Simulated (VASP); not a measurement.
The system is Mo2Br.

```
Mo Br
1.0
     0.00000    3.90661    3.90661
     3.90661    0.00000    3.90661
     3.90661    3.90661    0.00000
Mo Br
4 2
Direct
  0.62500 0.62500 0.62500
  0.12500 0.62500 0.62500
  0.62500 0.62500 0.12500
  0.62500 0.12500 0.62500
  0.00000 0.00000 0.00000
  0.25000 0.25000 0.25000
```

| Property | Result |
| --- | --- |
| Program | VASP 6.6.1 |
| Task | relaxation of cell and atoms |
| Functional | r2SCAN |
| Potentials or basis | VASP PAW PBE potentials, release 64 (Mo_sv, Br) |
| Cutoff | 600 eV |
| k mesh | 4 × 4 × 4 |
| Occupations | gaussian, width 0.1 eV |
| Spin | no spin polarisation |

At the start: pressure -8.4 GPa; volume 19.87 Å³/atom.

Question: Where does the relaxation end?

Answer: Over 3 steps the energy falls by 43.1 meV/atom and the volume is 18.37 Å³/atom (-7.6 %); space group Fd-3m (No. 227, to 0.1 Å) before and after.

The path:
```tsv
step	energy change (eV)	largest force (eV/Å)	pressure (GPa)	volume (Å³)
1	0.0000	0.0000	-8.42	119.24
2	-0.0033	0.0000	10.90	102.11
3	-0.2587	0.0000	-0.12	110.19
```

Final structure:
```
CELL_PARAMETERS angstrom
0.00000 3.80515 3.80515
3.80515 0.00000 3.80515
3.80515 3.80515 0.00000
ATOMIC_POSITIONS crystal
Mo 0.62500 0.62500 0.62500
Mo 0.12500 0.62500 0.62500
Mo 0.62500 0.62500 0.12500
Mo 0.62500 0.12500 0.62500
Br 0.00000 0.00000 0.00000
Br 0.25000 0.25000 0.25000
```

Caveat: the PAW data sets were made with another functional, which shifts forces and pressure a little.
